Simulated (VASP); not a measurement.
IrRh5: relaxation of cell and atoms with PBE

Crystal: IrRh5.

```
Ir Rh
1.0
     2.72626    0.00000    0.00000
     0.00000    2.72626    0.00000
     0.00000    0.00000   11.40114
Ir Rh
1 5
Direct
  0.00000 0.00000 0.00000
  0.00000 0.00000 0.66539
  0.50000 0.50000 0.83395
  0.50000 0.50000 0.16605
  0.00000 0.00000 0.33461
  0.50000 0.50000 0.50000
```

```json
{"Program": "VASP 6.6.1", "Task": "relaxation of cell and atoms", "Functional": "PBE", "Potentials or basis": "VASP PAW PBE potentials, release 64 (Ir, Rh_pv)", "Cutoff": "600 eV", "k mesh": "14 × 14 × 4", "Occupations": "gaussian, width 0.1 eV", "Spin": "no spin polarisation", "Dipole correction": "no", "Further INCAR settings": "ALGO = Fast; EDIFF = 1e-07; IBRION = 2; EDIFFG = -0.01; NSW = 100; ISIF = 3"}
```

```json
{
  "Relaxed volume": "14.12 Å³/atom",
  "Relaxed cell": "a = 2.713 Å, b = 2.713 Å, c = 11.505 Å, α = 90.00°, β = 90.00°, γ = 90.00°",
  "Space group after relaxing (to 0.1 Å)": "P4/mmm (No. 123)",
  "Energy gained by relaxing": "1.5 meV/atom",
  "Ionic steps": "3",
  "Pressure after relaxing": "0.0 GPa",
  "Largest force after relaxing": "0.008 eV/Å",
  "Band gap on the k mesh": "zero (bands 42 and 43 overlap by 1.99 eV)"
}
```

Forces on the atoms (eV/Å):
```
Ir   0.000  0.000  0.000
Rh   0.000  0.000  0.001
Rh   0.000  0.000  0.008
Rh   0.000  0.000 -0.008
Rh   0.000  0.000 -0.001
Rh   0.000  0.000  0.000
```

Step by step:
| step | energy change (eV) | largest force (eV/Å) | pressure (GPa) | volume (Å³) |
| --- | --- | --- | --- | --- |
| 1 | 0.0000 | 0.0449 | -0.03 | 84.74 |
| 2 | -0.0087 | 0.0133 | 0.05 | 84.70 |
| 3 | -0.0088 | 0.0081 | 0.03 | 84.71 |

Final structure:
```
Ir Rh
1.0
     2.71342    0.00000    0.00000
     0.00000    2.71342    0.00000
     0.00000    0.00000   11.50469
Ir Rh
1 5
Direct
  0.00000 0.00000 0.00000
  0.00000 0.00000 0.66546
  0.50000 0.50000 0.83377
  0.50000 0.50000 0.16623
  0.00000 0.00000 0.33454
  0.50000 0.50000 0.50000
```

Levels at points of the mesh, in eV from the Fermi level:
```
           k point  band 40  band 41  band 42  band 43  band 44  band 45
(0.00, 0.00, 0.00)    -0.64    -0.61    -0.49    -0.49    -0.30    -0.30
(0.50, 0.00, 0.00)    -1.01    -0.97     0.23     0.26     0.29     0.45
(0.50, 0.50, 0.00)     0.90     0.97     0.97     1.02     1.02     1.74
(0.00, 0.00, 0.50)    -0.91    -0.89    -0.36    -0.17     0.40     0.51
(0.50, 0.00, 0.50)    -0.42    -0.30     0.48     0.51     0.56     0.57
(0.50, 0.50, 0.50)     0.83     0.83     0.90     0.97     0.97     1.74
```

Wall time 32 min on 1 thread of Oxide Virtual Turin-like Processor, on a shared host, peak memory 0.51 GiB.

Caveat: spin-orbit coupling is left out, which moves the levels of the heavy elements.
